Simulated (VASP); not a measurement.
# Rh (I4/mmm) in VASP: single point with r2SCAN

Aim: the single point of Rh with r2SCAN.

Everything below comes from runs of VASP 6.6.1. Logs are shortened: lines on timing, memory, paths and dates and some standing lists are left out, and cuts for length are marked.

## (1) The cell of the first run

It takes space group I4/mmm (No. 139, tetragonal). Conventional cell: a = 2.687 Å, b = 2.687 Å, c = 4.085 Å, α = 90.00°, β = 90.00°, γ = 90.00°. Rh (site symmetry 4/mmm) has 12 Rh at 2.69 to 2.79 Å within 3.5 Å.

## (2) Single point, r2SCAN (strain +0.0750 x Voigt [0, 1, 0, 0, 0, 0])

Contents of POSCAR:

```
Rh
1.0
    0.0000000000      2.0424476542      1.8999513062
    1.8999513062      0.0000000000      1.8999513062
    1.8999513062      2.0424476542      0.0000000000
Rh
1
Direct
    0.0000000000      0.0000000000      0.0000000000
```

Contents of INCAR.step1:

```
ALGO = Normal ; EDIFF = 1E-4
ENCUT = 520 ; GGA = PE
ISMEAR = 0 ; LASPH = T
LCHARG = F ; LREAL = F
LWAVE = T ; NBANDS = 14
NELM = 80 ; PREC = Accurate
SIGMA = 0.15
```

Contents of INCAR.step2:

```
ALGO = Normal ; EDIFF = 1E-6
ENCUT = 520 ; ISIF = 2
ISMEAR = 0 ; ISTART = 1
LASPH = T ; LCHARG = T
LELF = T ; LMIXTAU = T
LREAL = F ; LVHAR = T
LWAVE = F ; METAGGA = R2SCAN
NBANDS = 14 ; NELM = 80
PREC = Accurate ; SIGMA = 0.15
```

Contents of KPOINTS:

```
k-points
0
Gamma
  28 28 28
```

Potentials or basis: VASP PAW PBE potentials, release 64 (Rh_pv).

The run is started by

```bash
$ cat potpaw_PBE.64/Rh_pv/POTCAR > POTCAR
$ cp INCAR.step1 INCAR
$ mpirun -np 1 vasp_std > vasp.out
$ cp INCAR.step2 INCAR
$ mpirun -np 1 vasp_std > vasp.out
```

OUTCAR:

```text
EDIFF = 1E-6
   ENCUT = 520
   ISIF = 2
   ISMEAR = 0
   ISTART = 1
   LASPH = T
   LREAL = F
   METAGGA = R2SCAN
   NELM = 80
   PREC = Accurate

 ion  position               nearest neighbor table
   1  0.000  0.000  0.000-

  LATTYP: Found a body centered tetragonal cell.
 ALAT       =     2.6869369051
 C/A-ratio  =     1.5202795796

  Lattice vectors:

 A1 = (   0.0000000000,  -2.0424476542,   1.8999513062)
 A2 = (   0.0000000000,  -2.0424476542,  -1.8999513062)
 A3 = (   1.8999513062,   2.0424476542,   0.0000000000)

Analysis of symmetry for initial positions (statically):
=====================================================================
 Subroutine PRICEL returns:
 Original cell was already a primitive cell.

 Routine SETGRP: Setting up the symmetry group for a
 body centered tetragonal supercell.

 Subroutine GETGRP returns: Found 16 space group operations
 (whereof 16 operations were pure point group operations)
 out of a pool of 16 trial point group operations.

The static configuration has the point symmetry D_4h.

Analysis of symmetry for dynamics (positions and initial velocities):
=====================================================================
 Subroutine PRICEL returns:
 Original cell was already a primitive cell.

 Routine SETGRP: Setting up the symmetry group for a
 body centered tetragonal supercell.

 Subroutine GETGRP returns: Found 16 space group operations
 (whereof 16 operations were pure point group operations)
 out of a pool of 16 trial point group operations.

The dynamic configuration has the point symmetry D_4h.

 Subroutine INISYM returns: Found 16 space group operations
 (whereof 16 operations are pure point group operations),
 and found     1 'primitive' translations

----------------------------------------------------------------------------------------

                                     Primitive cell

  volume of cell :      14.7457

  direct lattice vectors                    reciprocal lattice vectors
     0.000000000  2.042447654  1.899951306    -0.263164639  0.244804316  0.263164639
     1.899951306  0.000000000  1.899951306     0.263164639 -0.244804316  0.263164639
     1.899951306  2.042447654  0.000000000     0.263164639  0.244804316 -0.263164639

  length of vectors
     2.789517411  2.686936905  2.789517411     0.445466506  0.445466506  0.445466506

  position of ions in fractional coordinates (direct lattice)
     0.000000000  0.000000000  0.000000000

[... 84 lines left out ...]
   TEBEG  =    0.0;   TEEND  =   0.0 temperature during run
   PSTRESS=    0.0 pullay stress
   NELECT =      15.0000    total number of electrons
   NUPDOWN=      -1.0000    fix difference up-down
   EMIN   =  10.00;   EMAX   =-10.00  energy-range for DOS
   EFERMI =   0.00;   METHOD = LEGACY
   ISMEAR =     0;   SIGMA  =   0.15  broadening in eV -4-tet -1-fermi 0-gaus
   EFERMI_NEDOS =   21; number of points for ismear=-14 and -15
   IALGO  =     38    algorithm
   IMIX   =      4    mixing-type and parameters
     AMIX     =   0.40;   BMIX     =  1.00
     AMIX_MAG =   1.60;   BMIX_MAG =  1.00
  volume/ion in A,a.u.               =      14.75        99.51
  Fermi-wavevector in a.u.,A,eV,Ry     =   1.646455  3.111349 36.882881  2.710815
  Thomas-Fermi vector in A             =   2.736081
   LORBIT       =      0    0 simple, 1 ext, 2 COOP (PROOUT), +10 PAW based schemes
   METAGGA = R2SCAN    functional components
   LHFCALC =     F    Hartree Fock is set to
   AEXX    =    0.0000 exact exchange contribution
   IVDW    =     0    specifies the selected vdW correction
   LEPSILON=     F    determine dielectric tensor
   LRPA    =     F    only Hartree local field effects (RPA)
 non-spin polarized calculation
 Gauss-broadening in eV      SIGMA  =   0.15
  energy-cutoff  :      520.00
  volume of cell :       14.75
 maximum number of plane-waves:       412
 NGX is ok and might be reduce to    24
   NGX = 11   NGY =  9   NGZ = 11

 number of electron      14.9999998 magnetization

 Free energy of the ion-electron system (eV)
  ---------------------------------------------------
  ext. energy  EPLUGINS =         0.00000000
  ---------------------------------------------------
  free energy    TOTEN  =       -24.06052152 eV

  energy without entropy =      -24.04402807  energy(sigma->0) =      -24.05227480

 E-fermi :  10.4859     XC(G=0): -14.6809

 val. band max:       10.4850011158   @ k =   0.4286  -0.4643   0.1071
 cond. band min:      10.4860802609   @ k =   0.4286   0.2143   0.0714
 fundamental gap:      0.0010791452
 Fermi energy:        10.4859090590

 k-point     1 :       0.0000    0.0000    0.0000
  band No.  band energies     occupation
      1     -37.1835      2.00000
      2     -37.1435      2.00000
      3     -37.1435      2.00000
      4       2.8448      2.00000
      5       7.1641      2.00000
      6       7.9398      2.00000
      7       7.9398      2.00000
      8       9.0482      2.00000
      9       9.9543      2.00000
     10      27.3245      0.00000
     11      28.0105      0.00000
     12      31.2838      0.00000
     13      33.2637      0.00000
     14      33.2637      0.00000
[... 377 lines left out ...]
      1     -37.5886      2.00000
      2     -37.2564      2.00000
      3     -37.1825      2.00000
      4       4.9184      2.00000
      5       7.5268      2.00000
      6       8.2137      2.00000
      7       8.2230      2.00000
      8      10.0700      1.99991
      9      10.2443      1.97727
     10      23.7367      0.00000
     11      28.0101      0.00000
     12      28.0458      0.00000
     13      33.5462      0.00000
     14      35.4852      0.00000

 [... further k-points ...]

------------------------ aborting loop because EDIFF is reached ----------------------------------------

  FORCE on cell =-STRESS in cart. coord.  units (eV):
  Direction    XX          YY          ZZ          XY          YZ          ZX
  --------------------------------------------------------------------------------------
  -------------------------------------------------------------------------------------
  Total       -0.9410776     -2.3166423     -0.9410776      0.0000000      0.0000000      0.0000000
  in kB     -102.2516093   -251.7118649   -102.2516093      0.0000000      0.0000000      0.0000000
  external PRESSURE =    -152.0716945 kB  Pullay stress =       0.0000000 kB

 VOLUME and BASIS-vectors are now :
 -----------------------------------------------------------------------------
  energy-cutoff  :      520.00
  volume of cell :       14.75
      direct lattice vectors                 reciprocal lattice vectors
     0.000000000  2.042447654  1.899951306    -0.263164639  0.244804316  0.263164639
     1.899951306  0.000000000  1.899951306     0.263164639 -0.244804316  0.263164639
     1.899951306  2.042447654  0.000000000     0.263164639  0.244804316 -0.263164639

 POSITION                                       TOTAL-FORCE (eV/Angst)
 -----------------------------------------------------------------------------------
      0.00000      0.00000      0.00000        -0.000000      0.000000      0.000000
 -----------------------------------------------------------------------------------
    total drift:                                0.000000     -0.000000     -0.000000

  FREE ENERGIE OF THE ION-ELECTRON SYSTEM (eV)
  ---------------------------------------------------
  free  energy   TOTEN  =       -24.0605215212 eV

  energy  without entropy=      -24.0440280709  energy(sigma->0) =      -24.05227480
```

OSZICAR.step1:

```text
N       E                     dE             d eps       ncg     rms          rms(c)
DAV:   1     0.120816493818E+03    0.12082E+03   -0.87992E+03 46086   0.113E+03
DAV:   2    -0.611500562662E+01   -0.12693E+03   -0.12128E+03 50254   0.338E+02
DAV:   3    -0.770172235282E+01   -0.15867E+01   -0.15839E+01 55882   0.417E+01
DAV:   4    -0.770806499541E+01   -0.63426E-02   -0.63421E-02 53294   0.270E+00
DAV:   5    -0.770812567012E+01   -0.60675E-04   -0.60673E-04 55852   0.234E-01    0.855E+00
DAV:   6    -0.722232532476E+01    0.48580E+00   -0.89017E-01 49792   0.127E+01    0.283E+00
DAV:   7    -0.721193779728E+01    0.10388E-01   -0.17883E-02 53470   0.127E+00    0.145E+00
DAV:   8    -0.720903967715E+01    0.28981E-02   -0.28815E-03 50098   0.713E-01    0.111E-01
DAV:   9    -0.720896170264E+01    0.77975E-04   -0.89137E-05 30950   0.133E-01
   1 F= -.72089617E+01 E0= -.72002636E+01  d E =-.173962E-01
```

It took 22 min on 1 thread of Oxide Virtual Turin-like, shared host; peak memory 0.37 GiB.

Results:

| Item | Value |
| --- | --- |
| Free energy | -24.0605 eV |
| Pressure | -15.2 GPa |

Stress tensor (GPa, compression positive):
```
-10.23   0.00   0.00
  0.00 -25.17   0.00
  0.00   0.00 -10.23
```

Caveat: the cell differs from its parent crystal (strain +0.0750 x Voigt [0, 1, 0, 0, 0, 0]); the PAW data sets were made with another functional, which shifts forces and pressure a little.
